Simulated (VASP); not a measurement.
# Si8N in VASP: further runs, part 2 of 2

VASP 6.6.1. Earlier steps stand in the parts before.

### Step 3. Single point, PBE, collinear spin, ferromagnetic start

INCAR reads:

```
ALGO = Normal
DIPOL = 0.5 0.5 0.329
EDIFF = 1E-6
ENCUT = 520
GGA = PE
GGA_COMPAT = F
IDIPOL = 3
ISIF = 2
ISMEAR = 0
ISPIN = 2
LASPH = T
LCHARG = F
LDIPOL = T
LORBIT = 11
LREAL = F
LWAVE = F
MAGMOM = 0 0 0 0 0 0 0 0 3
NBANDS = 32
NELM = 200
NELMDL = -8
PREC = Accurate
SIGMA = 0.05
```

KPOINTS reads:

```
k-points
0
Gamma
  7 4 1
```

POSCAR reads:

```
Si8N
1.0
    3.8510822285      0.0000000000      0.0000000000
    0.0000000000      6.3646810443      0.0000000000
    0.0000000000      0.0000000000     19.7525435318
Si N
8 1
Direct
    0.0000000000      0.9370679282      0.2025055656
    0.0000000000      0.5629320718      0.2025055656
    0.5000000000      0.4370679282      0.2587875163
    0.5000000000      0.0629320718      0.2587875163
    0.5000000000      0.9333044702      0.3720589482
    0.5000000000      0.5666955298      0.3720589482
    0.0000000000      0.4259907587      0.4177964989
    0.0000000000      0.0740092413      0.4177964989
    0.5000000000      0.9259907587      0.4587561039
```

Potentials or basis: VASP PAW PBE potentials, release 64 (Si, N).

Started as:

```
cat potpaw_PBE.64/Si/POTCAR potpaw_PBE.64/N/POTCAR > POTCAR
mpirun -np 1 vasp_std > vasp.out
```

Wall time 12 min (1 thread of Intel Xeon Platinum 8488C (Sapphire Rapids), shared host); peak memory 0.82 GiB.

Results (log left out):

```yaml
Free_energy: -45.2516 eV
Largest_force: 2.675 eV/Å
Net_moment: 0.00 μB per cell
Valence_electrons_inside_the_program's_atomic_spheres: Si 1.63, 1.62, 1.65, 1.70, 1.69, 1.68, 1.61 (each value once); N 3.56
```

Forces in eV/Å, atoms in the order of the input:
```
Si   0.000 -0.539  0.484
Si   0.000  0.575  0.590
Si   0.000 -0.251 -0.744
Si   0.000  0.163 -0.463
Si   0.000 -1.876 -1.907
Si   0.000 -0.230 -0.351
Si   0.000  0.620  0.139
Si   0.000 -0.719  2.210
N    0.000  2.257  0.042
```

Levels at points of the mesh, in eV from the Fermi level:
Spin up:
```csv
k point,band 15,band 16,band 17,band 18,band 19,band 20,band 21,band 22
"(0.00, 0.00, 0.00)",-1.51,-0.97,-0.73,-0.40,0.12,0.90,1.17,1.54
"(0.00, 0.50, 0.00)",-1.35,-1.11,-0.98,-0.74,-0.49,0.80,0.96,1.51
```
Spin down:
```
           k point  band 16  band 17  band 18  band 19  band 20  band 21
(0.00, 0.00, 0.00)    -0.97    -0.73    -0.40     0.12     0.90     1.17
(0.00, 0.50, 0.00)    -1.11    -0.98    -0.74    -0.49     0.80     0.96
```

### Step 4. Single point, PBE, collinear spin, ferromagnetic start

INCAR reads:

```
PREC = Accurate
ENCUT = 520
EDIFF = 1E-6
ISMEAR = 0
SIGMA = 0.05
LREAL = F
LASPH = T
NELM = 200
ALGO = Normal
ISIF = 2
LWAVE = F
LCHARG = F
ISPIN = 2
MAGMOM = 0 0 0 0 0 0 0 0 3
LORBIT = 11
LDIPOL = T
IDIPOL = 3
DIPOL = 0.5 0.5 0.334
GGA = PE
NBANDS = 32
GGA_COMPAT = F
NELMDL = -8
```

KPOINTS reads:

```
Automatic mesh
0
Gamma
  7 4 1
```

POSCAR: that of step 3 with these lines changed.

```diff
@@ -16,2 +16,2 @@
     0.0000000000      0.0740092413      0.4177964989
-    0.5000000000      0.9259907587      0.4587561039
+    0.0000000000      1.0926574254      0.5052730314
```

Started as:

```
cat potpaw_PBE.64/Si/POTCAR potpaw_PBE.64/N/POTCAR > POTCAR
mpirun -np 1 vasp_std > vasp.out
```

Wall time 8.2 min (1 thread of Intel Xeon 6975P-C (Granite Rapids), shared host); peak memory 0.82 GiB.

The run converged. Its results:

- Free energy: -45.1076 eV
- Largest force: 0.859 eV/Å
- Net moment: 1.21 μB per cell
- Site moments: Si -0.07, +0.09, -0.01, +0.01, +0.05, +0.02, -0.09, -0.03; N +0.86 μB
- Valence electrons inside the program's atomic spheres: Si 1.63, 1.65, 1.66, 1.71, 1.69, 1.67, 1.75 (each value once); N 3.48

Forces in eV/Å, atoms in the order of the input:
```
Si   0.000 -0.631  0.582
Si   0.000  0.651  0.551
Si   0.000 -0.013 -0.611
Si   0.000 -0.075 -0.478
Si   0.000 -0.251 -0.700
Si   0.000  0.063  0.187
Si   0.000  0.275  0.215
Si   0.000 -0.641  0.191
N    0.000  0.623  0.064
```

Levels at points of the mesh, in eV from the Fermi level:
Spin up:
```tsv
k point	band 17	band 18	band 19	band 20	band 21	band 22
(0.00, 0.00, 0.00)	-0.80	-0.05	0.06	0.53	0.92	1.55
(0.00, 0.50, 0.00)	-1.08	-0.73	-0.61	0.13	1.26	1.56
```
Spin down:
```csv
k point,band 16,band 17,band 18,band 19,band 20,band 21
"(0.00, 0.00, 0.00)",-0.81,-0.21,0.22,0.84,0.91,1.11
"(0.00, 0.50, 0.00)",-1.10,-1.05,-0.24,0.29,1.01,1.43
```

### Step 5. Single point, PBE, collinear spin, ferromagnetic start

INCAR reads:

```
PREC = Accurate ; ENCUT = 520
EDIFF = 1E-6 ; ISMEAR = 0
SIGMA = 0.05 ; LREAL = False
LASPH = True ; NELM = 200
ALGO = Normal ; ISIF = 2
LWAVE = False ; LCHARG = False
ISPIN = 2 ; MAGMOM = 0 0 0 0 0 0 0 0 3
LORBIT = 11 ; LDIPOL = True
IDIPOL = 3 ; DIPOL = 0.5 0.5 0.334
GGA = PE ; NBANDS = 32
GGA_COMPAT = False ; NELMDL = -8
```

KPOINTS is that of step 4.

POSCAR: that of step 4 with these lines changed.

```diff
@@ -16,2 +16,2 @@
     0.0000000000      0.0740092413      0.4177964989
-    0.0000000000      1.0926574254      0.5052730314
+    0.0000000000      0.4259907587      0.5059973083
```

Potentials or basis: VASP PAW PBE potentials, release 64 (Si, N).

Started as:

```
cat potpaw_PBE.64/Si/POTCAR potpaw_PBE.64/N/POTCAR > POTCAR
mpirun -np 1 vasp_std > vasp.out
```

OUTCAR:

```text
PREC = Accurate
   ENCUT = 520
   EDIFF = 1E-6
   ISMEAR = 0
   LREAL = False
   LASPH = True
   NELM = 200
   ISIF = 2
   ISPIN = 2
   LORBIT = 11
   GGA = PE
   NELMDL = -8

 ion  position               nearest neighbor table
   1  0.000  0.937  0.203-   4 2.36   4 2.36   2 2.38
   2  0.000  0.563  0.203-   3 2.36   3 2.36   1 2.38
   3  0.500  0.437  0.259-   2 2.36   2 2.36   4 2.38   6 2.38
   4  0.500  0.063  0.259-   1 2.36   1 2.36   3 2.38   5 2.38
   5  0.500  0.933  0.372-   8 2.31   8 2.31   6 2.33   4 2.38
   6  0.500  0.567  0.372-   7 2.31   7 2.31   5 2.33   3 2.38
   7  0.000  0.426  0.418-   9 1.74   8 2.24   6 2.31   6 2.31
   8  0.000  0.074  0.418-   7 2.24   5 2.31   5 2.31
   9  0.000  0.426  0.506-   7 1.74

  LATTYP: Found a simple orthorhombic cell.
 ALAT       =     3.8510822285
 B/A-ratio  =     1.6526993366
 C/A-ratio  =     5.1290890092
[... 1037 lines left out ...]
      0.00000      2.71130      9.99473         0.000000     -0.339410      0.056973
 -----------------------------------------------------------------------------------
    total drift:                                0.000000     -0.000073     -0.000358

  FREE ENERGIE OF THE ION-ELECTRON SYSTEM (eV)
  ---------------------------------------------------
  free  energy   TOTEN  =       -45.0524096556 eV

  energy  without entropy=      -45.0492782862  energy(sigma->0) =      -45.05084397

 vacuum level on the upper side and lower side of the slab         4.938         3.016

 total charge

# of ion       s       p       d       tot
------------------------------------------
    1        0.793   0.835   0.000   1.628
    2        0.792   0.837   0.000   1.629
    3        0.756   0.899   0.000   1.656
    4        0.765   0.887   0.000   1.652
    5        0.760   0.927   0.000   1.687
    6        0.767   0.941   0.000   1.708
    7        0.752   0.998   0.000   1.751
    8        0.790   0.884   0.000   1.674
    9        1.339   2.133   0.000   3.472
--------------------------------------------------
tot          7.515   9.343   0.000  16.857

 magnetization (x)

# of ion       s       p       d       tot
------------------------------------------
    1        0.014   0.077   0.000   0.091
    2       -0.012  -0.072   0.000  -0.084
    3        0.002   0.005   0.000   0.007
    4       -0.007  -0.008   0.000  -0.014
    5        0.006   0.015   0.000   0.021
    6        0.009   0.041   0.000   0.049
    7       -0.007  -0.024   0.000  -0.032
    8       -0.008  -0.095   0.000  -0.103
    9        0.021   0.912   0.000   0.933
--------------------------------------------------
tot          0.018   0.852   0.000   0.869
```

Wall time 15 min (1 thread of Intel Xeon Platinum 8488C (Sapphire Rapids), shared host); peak memory 0.81 GiB.

Results:

```
Free energy                                           : -45.0524 eV
Largest force                                         : 0.853 eV/Å
Net moment                                            : 1.21 μB per cell
Site moments                                          : Si +0.09, -0.08, +0.01, -0.01, +0.02, +0.05, -0.03, -0.10; N +0.93 μB
Valence electrons inside the program's atomic spheres : Si 1.63, 1.66, 1.65, 1.69, 1.71, 1.75, 1.67 (each value once); N 3.47
```

Forces in eV/Å, atoms in the order of the input:
```
Si   0.000 -0.630  0.523
Si   0.000  0.623  0.584
Si   0.000  0.052 -0.481
Si   0.000  0.027 -0.633
Si   0.000 -0.123  0.160
Si   0.000  0.255 -0.728
Si   0.000  0.614  0.442
Si   0.000 -0.478  0.076
N    0.000 -0.339  0.057
```

Levels at points of the mesh, in eV from the Fermi level:
Spin up:
| k point | band 15 | band 16 | band 17 | band 18 | band 19 | band 20 | band 21 | band 22 | band 23 | band 24 |
| --- | --- | --- | --- | --- | --- | --- | --- | --- | --- | --- |
| (0.00, 0.00, 0.00) | -1.42 | -0.85 | -0.78 | -0.07 | -0.03 | 0.52 | 0.93 | 1.60 | 1.80 | 2.73 |
| (0.00, 0.50, 0.00) | -1.46 | -1.45 | -1.06 | -0.76 | -0.61 | 0.16 | 1.22 | 1.57 | 2.02 | 2.21 |
Spin down:
```
           k point  band 15  band 16  band 17  band 18  band 19  band 20  band 21  band 22
(0.00, 0.00, 0.00)    -1.14    -0.78    -0.21     0.19     0.83     1.02     1.11     1.59
(0.00, 0.50, 0.00)    -1.18    -1.09    -1.04    -0.20     0.31     1.10     1.42     1.59
```

### Step 6. The runs side by side

| cell | gap on the mesh (eV) | moment (μB) | largest force (eV/Å) |
| --- | --- | --- | --- |
| as given, atomic positions A | none | 0.05 | 2.30 |
| as given, atomic positions B | none | 0.00 | 2.67 |
| as given, atomic positions C | none | 1.21 | 0.86 |
| as given, atomic positions D | none | 1.21 | 0.85 |

Alike in all rows: task single point; level PBE; potentials or basis VASP PAW PBE potentials, release 64 (Si, N); spin collinear, ferromagnetic start; k mesh 7 × 4 × 1; cutoff (eV) 520; smearing gaussian 0.05 eV.

Total energies depend on the potentials used, so only differences within one code and one set of settings carry meaning.
